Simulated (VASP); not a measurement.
# CdTe in VASP: notebook

The runs below take CdTe through single point, with PBE.

Everything below comes from runs of VASP 6.6.1. Logs are shortened: lines on timing, memory, paths and dates and some standing lists are left out, and cuts for length are marked.

### 1 The cell of the first run

The cell holds a slab with vacuum, 8 atoms: a = 4.533 Å, b = 4.533 Å, c = 29.217 Å, α = 90.00°, β = 90.00°, γ = 90.00°.

### 2 Single point, PBE

File INCAR:

```
SYSTEM = CdTe
  ALGO = Normal
  DIPOL = 0.5 0.5 0.506
  EDIFF = 1E-7
  ENCUT = 520
  GGA = PE
  IDIPOL = 3
  ISIF = 2
  ISMEAR = 0
  LASPH = .TRUE.
  LCHARG = .TRUE.
  LDIPOL = .TRUE.
  LELF = .TRUE.
  LREAL = .FALSE.
  LVACPOTAV = .TRUE.
  LVHAR = .TRUE.
  LWAVE = .FALSE.
  NBANDS = 46
  NELM = 60
  PREC = Accurate
  SIGMA = 0.05
```

File KPOINTS:

```
k-points
0
G
  6 6 1
  0 0 0
```

File POSCAR:

```
CdTe
1.0
    4.5325544700      0.0000000000      0.0000000000
    0.0000000000      4.5325544700      0.0000000000
    0.0000000000      0.0000000000     29.2174999020
Te Cd
4 4
Direct
    0.0000000000      0.5000000000      0.3080345694
    0.5000000000      0.0000000000      0.4177290997
    0.0000000000      0.5000000000      0.5341710084
    0.5000000000      0.0000000000      0.6530694899
    0.5000000000      0.5000000000      0.3628818295
    0.0000000000      0.0000000000      0.4725763699
    0.5000000000      0.5000000000      0.5909988932
    0.0000000000      0.0000000000      0.7115843067
```

Potentials or basis: VASP PAW PBE potentials, release 64 (Te, Cd).

Run with:

```console
cat potpaw_PBE.64/Te/POTCAR potpaw_PBE.64/Cd/POTCAR > POTCAR
mpirun -np 1 vasp_std > vasp.out
```

OUTCAR:

```text
SYSTEM = CdTe
   EDIFF = 1E-7
   ENCUT = 520
   GGA = PE
   ISIF = 2
   ISMEAR = 0
   LASPH = .TRUE.
   LREAL = .FALSE.
   NELM = 60
   PREC = Accurate

 ion  position               nearest neighbor table
   1  0.000  0.500  0.308-   5 2.78   5 2.78
   2  0.500  0.000  0.418-   5 2.78   6 2.78   5 2.78   6 2.78
   3  0.000  0.500  0.534-   7 2.81   7 2.81   6 2.89   6 2.89
   4  0.500  0.000  0.653-   8 2.84   8 2.84   7 2.90   7 2.90
   5  0.500  0.500  0.363-   1 2.78   1 2.78   2 2.78   2 2.78
   6  0.000  0.000  0.473-   2 2.78   2 2.78   3 2.89   3 2.89
   7  0.500  0.500  0.591-   3 2.81   3 2.81   4 2.90   4 2.90
   8  0.000  0.000  0.712-   4 2.84   4 2.84

  LATTYP: Found a simple tetragonal cell.
 ALAT       =     4.5325544700
 C/A-ratio  =     6.4461442428

  Lattice vectors:

 A1 = (   4.5325544700,   0.0000000000,   0.0000000000)
 A2 = (   0.0000000000,   4.5325544700,   0.0000000000)
 A3 = (   0.0000000000,   0.0000000000,  29.2174999020)

Analysis of symmetry for initial positions (statically):
=====================================================================
 Subroutine PRICEL returns:
 Original cell was already a primitive cell.

 Routine SETGRP: Setting up the symmetry group for a
 simple tetragonal supercell.

 Subroutine GETGRP returns: Found  4 space group operations
 (whereof  4 operations were pure point group operations)
 out of a pool of 16 trial point group operations.

The static configuration has the point symmetry C_2v.

Analysis of symmetry for dynamics (positions and initial velocities):
=====================================================================
 Subroutine PRICEL returns:
 Original cell was already a primitive cell.

 Routine SETGRP: Setting up the symmetry group for a
 simple tetragonal supercell.

 Subroutine GETGRP returns: Found  4 space group operations
 (whereof  4 operations were pure point group operations)
 out of a pool of 16 trial point group operations.

The dynamic configuration has the point symmetry C_2v.

 Subroutine INISYM returns: Found  4 space group operations
 (whereof  4 operations are pure point group operations),
 and found     1 'primitive' translations

[... 104 lines left out ...]
   ISYM   =      2    0-nonsym 1-usesym 2-fastsym
   POTIM  = 0.5000    time-step for ionic-motion
   TEBEG  =    0.0;   TEEND  =   0.0 temperature during run
   PSTRESS=    0.0 pullay stress
   NELECT =      72.0000    total number of electrons
   NUPDOWN=      -1.0000    fix difference up-down
   EMIN   =  10.00;   EMAX   =-10.00  energy-range for DOS
   EFERMI =   0.00;   METHOD = LEGACY
   ISMEAR =     0;   SIGMA  =   0.05  broadening in eV -4-tet -1-fermi 0-gaus
   EFERMI_NEDOS =   21; number of points for ismear=-14 and -15
   IALGO  =     38    algorithm
   IMIX   =      4    mixing-type and parameters
     AMIX     =   0.40;   BMIX     =  1.00
     AMIX_MAG =   1.60;   BMIX_MAG =  1.00
  volume/ion in A,a.u.               =      75.03       506.33
  Fermi-wavevector in a.u.,A,eV,Ry     =   0.807376  1.525720  8.869044  0.651856
  Thomas-Fermi vector in A             =   1.915984
   LORBIT       =      0    0 simple, 1 ext, 2 COOP (PROOUT), +10 PAW based schemes
   GGA     = PE    functional components
   LHFCALC =     F    Hartree Fock is set to
   AEXX    =    0.0000 exact exchange contribution
   IVDW    =     0    specifies the selected vdW correction
   LEPSILON=     F    determine dielectric tensor
   LRPA    =     F    only Hartree local field effects (RPA)
 non-spin polarized calculation
 Gauss-broadening in eV      SIGMA  =   0.05
  energy-cutoff  :      520.00
  volume of cell :      600.25
 maximum number of plane-waves:     16213
 NGX is ok and might be reduce to    36
   NGX = 17   NGY = 17   NGZ =109

 dipolmoment           0.000000      0.000000      0.000002 electrons x Angstroem

 number of electron      72.0000002 magnetization

 dipolmoment           0.000000      0.000000     -0.234522 electrons x Angstroem

 Free energy of the ion-electron system (eV)
  ---------------------------------------------------
  ext. energy  EPLUGINS =         0.00000000
  ---------------------------------------------------
  free energy    TOTEN  =       -16.50891496 eV

  energy without entropy =      -16.49670520  energy(sigma->0) =      -16.50281008

 E-fermi :  -1.4916     XC(G=0):  -4.4889

 val. band max:       -1.4989778139   @ k =   0.1667   0.1667   0.0000
 cond. band min:      -1.4806030788   @ k =   0.1667   0.1667   0.0000
 fundamental gap:      0.0183747350
 Fermi energy:        -1.4916131478

 k-point     1 :       0.0000    0.0000    0.0000
  band No.  band energies     occupation
      1     -13.0645      2.00000
      2     -12.7412      2.00000
      3     -12.5183      2.00000
      4     -11.5239      2.00000
      5     -10.3644      2.00000
      6     -10.3078      2.00000
[... 773 lines left out ...]
     45       3.0243      0.00000
     46       3.4690      0.00000

------------------------ aborting loop because EDIFF is reached ----------------------------------------

  FORCE on cell =-STRESS in cart. coord.  units (eV):
  Direction    XX          YY          ZZ          XY          YZ          ZX
  --------------------------------------------------------------------------------------
  -------------------------------------------------------------------------------------
  Total        3.9728335      1.1825650      2.3889785      0.0000000      0.0000000      0.0000000
  in kB       10.6042958      3.1565049      6.3766667      0.0000000      0.0000000      0.0000000
  external PRESSURE =       6.7124891 kB  Pullay stress =       0.0000000 kB

 VOLUME and BASIS-vectors are now :
 -----------------------------------------------------------------------------
  energy-cutoff  :      520.00
  volume of cell :      600.25
      direct lattice vectors                 reciprocal lattice vectors
     4.532554470  0.000000000  0.000000000     0.220626141  0.000000000  0.000000000
     0.000000000  4.532554470  0.000000000     0.000000000  0.220626141  0.000000000
     0.000000000  0.000000000 29.217499902     0.000000000  0.000000000  0.034226063

 POSITION                                       TOTAL-FORCE (eV/Angst)
 -----------------------------------------------------------------------------------
      0.00000      2.26628      9.00000         0.000000      0.000000     -0.303691
      2.26628      0.00000     12.20500         0.000000      0.000000      0.512842
      0.00000      2.26628     15.60714         0.000000      0.000000     -0.004312
      2.26628      0.00000     19.08106         0.000000      0.000000     -0.007079
      2.26628      2.26628     10.60250         0.000000      0.000000     -0.474622
      0.00000      0.00000     13.80750         0.000000      0.000000      0.237456
      2.26628      2.26628     17.26751         0.000000      0.000000      0.000959
      0.00000      0.00000     20.79071         0.000000      0.000000      0.038447
 -----------------------------------------------------------------------------------
    total drift:                                0.000000      0.000000      0.001238

  FREE ENERGIE OF THE ION-ELECTRON SYSTEM (eV)
  ---------------------------------------------------
  free  energy   TOTEN  =       -16.5089149610 eV

  energy  without entropy=      -16.4967052009  energy(sigma->0) =      -16.50281008

 vacuum level on the upper side and lower side of the slab         2.410         4.476
```

It took 33 min on 1 thread of Intel Xeon 8259CL, shared host; peak memory 0.84 GiB.

What came out:

```yaml
Free_energy: -16.5089 eV
Largest_force: 0.513 eV/Å
```

Forces in eV/Å, atoms in the order of the input:
```
Te   0.000  0.000 -0.304
Te   0.000  0.000  0.513
Te   0.000  0.000 -0.004
Te   0.000  0.000 -0.007
Cd   0.000  0.000 -0.475
Cd   0.000  0.000  0.237
Cd   0.000  0.000  0.001
Cd   0.000  0.000  0.038
```

Caveat: spin-orbit coupling is left out, which moves the levels of the heavy elements.

### 3 Single point, PBE

File INCAR:

```
ALGO = Fast
DIPOL = 0.5 0.5 0.506
EDIFF = 1E-6
ENCUT = 520
GGA = PE
IDIPOL = 3
ISIF = 2
ISMEAR = 0
LASPH = T
LCHARG = F
LDIPOL = T
LREAL = F
LWAVE = F
NBANDS = 46
NELM = 80
PREC = Accurate
SIGMA = 0.05
```

File KPOINTS:

```
k-points
0
Gamma
  13 13 1
```

POSCAR is that of step 2.

Potentials or basis: VASP PAW PBE potentials, release 64 (Te, Cd).

Run with:

```console
cat potpaw_PBE.64/Te/POTCAR potpaw_PBE.64/Cd/POTCAR > POTCAR
mpirun -np 1 vasp_std > vasp.out
```

OUTCAR:

```text
EDIFF = 1E-6
   ENCUT = 520
   GGA = PE
   ISIF = 2
   ISMEAR = 0
   LASPH = T
   LREAL = F
   NELM = 80
   PREC = Accurate

 ion  position               nearest neighbor table
   1  0.000  0.500  0.308-   5 2.78   5 2.78
   2  0.500  0.000  0.418-   5 2.78   6 2.78   5 2.78   6 2.78
   3  0.000  0.500  0.534-   7 2.81   7 2.81   6 2.89   6 2.89
   4  0.500  0.000  0.653-   8 2.84   8 2.84   7 2.90   7 2.90
   5  0.500  0.500  0.363-   1 2.78   1 2.78   2 2.78   2 2.78
   6  0.000  0.000  0.473-   2 2.78   2 2.78   3 2.89   3 2.89
[... 1399 lines left out ...]
  in kB       10.4340907      2.7707440      6.4131232      0.0000000      0.0000000      0.0000000
  external PRESSURE =       6.5393193 kB  Pullay stress =       0.0000000 kB

 VOLUME and BASIS-vectors are now :
 -----------------------------------------------------------------------------
  energy-cutoff  :      520.00
  volume of cell :      600.25
      direct lattice vectors                 reciprocal lattice vectors
     4.532554470  0.000000000  0.000000000     0.220626141  0.000000000  0.000000000
     0.000000000  4.532554470  0.000000000     0.000000000  0.220626141  0.000000000
     0.000000000  0.000000000 29.217499902     0.000000000  0.000000000  0.034226063

 POSITION                                       TOTAL-FORCE (eV/Angst)
 -----------------------------------------------------------------------------------
      0.00000      2.26628      9.00000         0.000000      0.000000     -0.307197
      2.26628      0.00000     12.20500         0.000000      0.000000      0.502574
      0.00000      2.26628     15.60714         0.000000      0.000000      0.000786
      2.26628      0.00000     19.08106         0.000000      0.000000      0.003634
      2.26628      2.26628     10.60250         0.000000      0.000000     -0.465333
      0.00000      0.00000     13.80750         0.000000      0.000000      0.237740
      2.26628      2.26628     17.26751         0.000000      0.000000     -0.007181
      0.00000      0.00000     20.79071         0.000000      0.000000      0.034976
 -----------------------------------------------------------------------------------
    total drift:                                0.000000     -0.000000      0.000778

  FREE ENERGIE OF THE ION-ELECTRON SYSTEM (eV)
  ---------------------------------------------------
  free  energy   TOTEN  =       -16.5304571788 eV

  energy  without entropy=      -16.5238583124  energy(sigma->0) =      -16.52715775

 vacuum level on the upper side and lower side of the slab         2.383         4.494
```

Wall time 28 min (1 thread of Oxide Virtual Turin-like, shared host); peak memory 1.3 GiB.

Results:

- Free energy: -16.5305 eV
- Largest force: 0.503 eV/Å
- Band gap on the k mesh: zero (bands 36 and 37 overlap by 0.08 eV)

Forces in eV/Å, atoms in the order of the input:
```
Te   0.000  0.000 -0.307
Te   0.000  0.000  0.503
Te   0.000  0.000  0.001
Te   0.000  0.000  0.004
Cd   0.000  0.000 -0.465
Cd   0.000  0.000  0.238
Cd   0.000  0.000 -0.007
Cd   0.000  0.000  0.035
```

Caveat: spin-orbit coupling is left out, which moves the levels of the heavy elements.
